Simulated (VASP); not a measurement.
# FeNi3 (Pm-3m) in VASP: notebook, part 2 of 2

VASP 6.6.1.

**4. Single point, PBE, collinear spin, ferromagnetic start**

The input, INCAR:

```
SYSTEM = FeNi3
PREC = Accurate ; ENCUT = 520
EDIFF = 1E-7 ; ISMEAR = 0
SIGMA = 0.1 ; LREAL = .False.
LASPH = .True. ; NELM = 150
ALGO = Normal ; ISIF = 2
LWAVE = .False. ; LCHARG = .False.
ISPIN = 2 ; MAGMOM = 3.21 0.78 0.78 0.78
LORBIT = 11 ; LMAXMIX = 4
GGA = PE ; NBANDS = 31
```

The input, KPOINTS:

```
regular mesh
0
Gamma
  14 14 14
  0 0 0
```

The input, POSCAR:

```
FeNi3
1.0
    3.5440423172      0.0000000000      0.0000000000
    0.0000000000      3.5440423172      0.0000000000
    0.0000000000      0.0000000000      3.5440423172
Fe Ni
1 3
Direct
    0.0000000000      0.0000000000      0.0000000000
    0.0000000000      0.5000000000      0.5000000000
    0.5000000000      0.5000000000      0.0000000000
    0.5000000000      0.0000000000      0.5000000000
```

Potentials or basis: VASP PAW PBE potentials, release 64 (Fe, Ni).

Launch:

```sh
cat potpaw_PBE.64/Fe/POTCAR potpaw_PBE.64/Ni/POTCAR > POTCAR
mpirun -np 1 vasp_std > vasp.out
```

OUTCAR:

```text
SYSTEM = FeNi3
   PREC = Accurate
   ENCUT = 520
   EDIFF = 1E-7
   ISMEAR = 0
   LREAL = .False.
   LASPH = .True.
   NELM = 150
   ISIF = 2
   ISPIN = 2
   LORBIT = 11
   GGA = PE

 ion  position               nearest neighbor table
   1  0.000  0.000  0.000-   2 2.51   3 2.51   4 2.51   2 2.51   4 2.51   2 2.51   3 2.51   2 2.51
                             3 2.51   4 2.51   4 2.51   3 2.51
   2  0.000  0.500  0.500-   1 2.51   3 2.51   4 2.51   1 2.51   3 2.51   1 2.51   4 2.51   1 2.51
                             3 2.51   4 2.51   3 2.51   4 2.51
   3  0.500  0.500  0.000-   1 2.51   2 2.51   4 2.51   2 2.51   4 2.51   1 2.51   4 2.51   4 2.51
                             1 2.51   2 2.51   2 2.51   1 2.51
   4  0.500  0.000  0.500-   1 2.51   2 2.51   3 2.51   1 2.51   3 2.51   2 2.51   3 2.51   3 2.51
                             1 2.51   2 2.51   1 2.51   2 2.51

  LATTYP: Found a simple cubic cell.
 ALAT       =     3.5440423172

  Lattice vectors:

 A1 = (   3.5440423172,   0.0000000000,   0.0000000000)
 A2 = (   0.0000000000,   3.5440423172,   0.0000000000)
 A3 = (   0.0000000000,   0.0000000000,   3.5440423172)

Analysis of symmetry for initial positions (statically):
=====================================================================
 Subroutine PRICEL returns:
 Original cell was already a primitive cell.

 Routine SETGRP: Setting up the symmetry group for a
 simple cubic supercell.

 Subroutine GETGRP returns: Found 48 space group operations
 (whereof 48 operations were pure point group operations)
 out of a pool of 48 trial point group operations.

The static configuration has the point symmetry O_h .

Analysis of symmetry for dynamics (positions and initial velocities):
=====================================================================
 Subroutine PRICEL returns:
 Original cell was already a primitive cell.

 Routine SETGRP: Setting up the symmetry group for a
 simple cubic supercell.

 Subroutine GETGRP returns: Found 48 space group operations
 (whereof 48 operations were pure point group operations)
 out of a pool of 48 trial point group operations.

[... 171 lines left out ...]
 fundamental gap:      0.0061425057
 Fermi energy:         8.5800459946

 spin component 1

 k-point     1 :       0.0000    0.0000    0.0000
  band No.  band energies     occupation
      1      -0.4903      1.00000
      2       3.2869      1.00000
      3       3.2869      1.00000
      4       3.9570      1.00000
      5       4.0238      1.00000
      6       4.0238      1.00000
[... 805 lines left out ...]
     30      22.5344      0.00000
     31      23.1121      0.00000

 [... further k-points ...]

 spin component 2

 k-point     1 :       0.0000    0.0000    0.0000
  band No.  band energies     occupation
      1      -0.4493      1.00000
      2       4.3325      1.00000
      3       4.3325      1.00000
      4       4.3370      1.00000
      5       5.0302      1.00000
      6       5.0302      1.00000
[... 805 lines left out ...]
     30      22.8577      0.00000
     31      23.3859      0.00000

 [... further k-points ...]

------------------------ aborting loop because EDIFF is reached ----------------------------------------

  FORCE on cell =-STRESS in cart. coord.  units (eV):
  Direction    XX          YY          ZZ          XY          YZ          ZX
  --------------------------------------------------------------------------------------
  -------------------------------------------------------------------------------------
  Total       -0.0260452     -0.0260452     -0.0260452     -0.0000000     -0.0000000     -0.0000000
  in kB       -0.9374353     -0.9374353     -0.9374353     -0.0000000     -0.0000000     -0.0000000
  external PRESSURE =      -0.9374353 kB  Pullay stress =       0.0000000 kB

 VOLUME and BASIS-vectors are now :
 -----------------------------------------------------------------------------
  energy-cutoff  :      520.00
  volume of cell :       44.51
      direct lattice vectors                 reciprocal lattice vectors
     3.544042317  0.000000000  0.000000000     0.282163674  0.000000000  0.000000000
     0.000000000  3.544042317  0.000000000     0.000000000  0.282163674  0.000000000
     0.000000000  0.000000000  3.544042317     0.000000000  0.000000000  0.282163674

 POSITION                                       TOTAL-FORCE (eV/Angst)
 -----------------------------------------------------------------------------------
      0.00000      0.00000      0.00000         0.000000      0.000000      0.000000
      0.00000      1.77202      1.77202         0.000000      0.000000      0.000000
      1.77202      1.77202      0.00000         0.000000      0.000000      0.000000
      1.77202      0.00000      1.77202         0.000000      0.000000      0.000000
 -----------------------------------------------------------------------------------
    total drift:                                0.000000      0.000000      0.000000

  FREE ENERGIE OF THE ION-ELECTRON SYSTEM (eV)
  ---------------------------------------------------
  free  energy   TOTEN  =       -25.0080915523 eV

  energy  without entropy=      -24.9928108486  energy(sigma->0) =      -25.00045120

 total charge

# of ion       s       p       d       tot
------------------------------------------
    1        0.474   0.502   6.112   7.088
    2        0.504   0.510   8.323   9.337
    3        0.504   0.510   8.323   9.337
    4        0.504   0.510   8.323   9.337
--------------------------------------------------
tot          1.985   2.032  31.081  35.099

 magnetization (x)

# of ion       s       p       d       tot
------------------------------------------
    1        0.012   0.001   2.894   2.907
    2       -0.015  -0.043   0.698   0.639
    3       -0.015  -0.043   0.698   0.639
    4       -0.015  -0.043   0.698   0.639
--------------------------------------------------
tot         -0.034  -0.130   4.989   4.825
```

It took 8.9 min on 1 thread of Oxide Virtual Turin-like, shared host; peak memory 0.32 GiB.

What came out:

```yaml
Free_energy: -25.0081 eV
Pressure: -0.1 GPa
Net_moment: 4.80 μB per cell
Site_moments: Fe +2.91; Ni +0.64 μB
Valence_electrons_inside_the_program's_atomic_spheres: Fe 7.09; Ni 9.34
```

**5. Summary**

| task | cell | k mesh | cutoff (eV) | gap on the mesh (eV) | pressure (GPa) | moment (μB) |
| --- | --- | --- | --- | --- | --- | --- |
| single point | a = 3.544 Å, 4 atoms | 6 × 6 × 6 | 520 | none | 0.1 | 4.87 |
| relaxation of cell and atoms | relaxed from a = 3.510 Å, 4 atoms | 6 × 6 × 6 | 600 | none | 0.0 | 4.87 |
| single point | a = 3.544 Å, 4 atoms | 14 × 14 × 14 | 520 | none | -0.1 | 4.80 |

Alike in all rows: level PBE; potentials or basis VASP PAW PBE potentials, release 64 (Fe, Ni); spin collinear, ferromagnetic start; smearing gaussian 0.1 eV.

Total energies depend on the potentials used, so only differences within one code and one set of settings carry meaning.
